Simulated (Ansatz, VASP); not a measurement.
# BP: VASP beside Ansatz

Contents of INCAR:

```
  PREC = Accurate
  ENCUT = 520
  EDIFF = 1E-7
  ISMEAR = -1
  SIGMA = 0.06
  LREAL = False
  LASPH = True
  NELM = 80
  ALGO = Normal
  ISIF = 2
  LWAVE = False
  LCHARG = False
  GGA = PE
  NBANDS = 11
```

Contents of KPOINTS:

```
regular mesh
0
Gamma
  7 7 7
```

File POSCAR:

```
BP
1.0
    0.0000000000      2.2690000000      2.2690000000
    2.2690000000      0.0000000000      2.2690000000
    2.2690000000      2.2690000000      0.0000000000
P B
1 1
Direct
    0.7500000000      0.7500000000      0.7500000000
    0.0000000000      0.0000000000      0.0000000000
```

File input.yaml:

```yaml
crystal:
  lattice:
    - [0.0, 2.269, 2.269]
    - [2.269, 0.0, 2.269]
    - [2.269, 2.269, 0.0]
  atoms:
    - { symbol: P, position: [0.75, 0.75, 0.75] }
    - { symbol: B, position: [0.0, 0.0, 0.0] }
kpoints:
  mp_grid: { grid: [7, 7, 7] }
scf:
  occupations: { method: fermi_dirac, width: 0.06 }
hamiltonian:
  xc: pbe
  pseudopotentials: { kind: all_electron, lapw: { basis_error: 0.003 } }
output:
  forces: true
  stress: true
  eigenvalues: true
```

Alike in both runs: task single point; functional PBE; k mesh 7 × 7 × 7; occupations fermi-dirac, width 0.06 eV; no spin polarisation.

|  | VASP | Ansatz |
| --- | --- | --- |
| version | VASP 6.6.1 | Ansatz 0.2.0 |
| potentials or method | VASP PAW PBE potentials, release 64 (P, B), cutoff 520 eV | all-electron LAPW, scalar-relativistic |

Ansatz gave:

- gap on the k mesh at the Fermi level (eV): 1.25
- least direct gap on the mesh (eV): 3.41
- pressure (GPa): 1.2

Q: Which values does VASP return?

A: gap on the k mesh at the Fermi level (eV): 1.24; least direct gap on the mesh (eV): 3.40; pressure (GPa): 0.9.

Ansatz ran all-electron here, and VASP with PAW potentials.
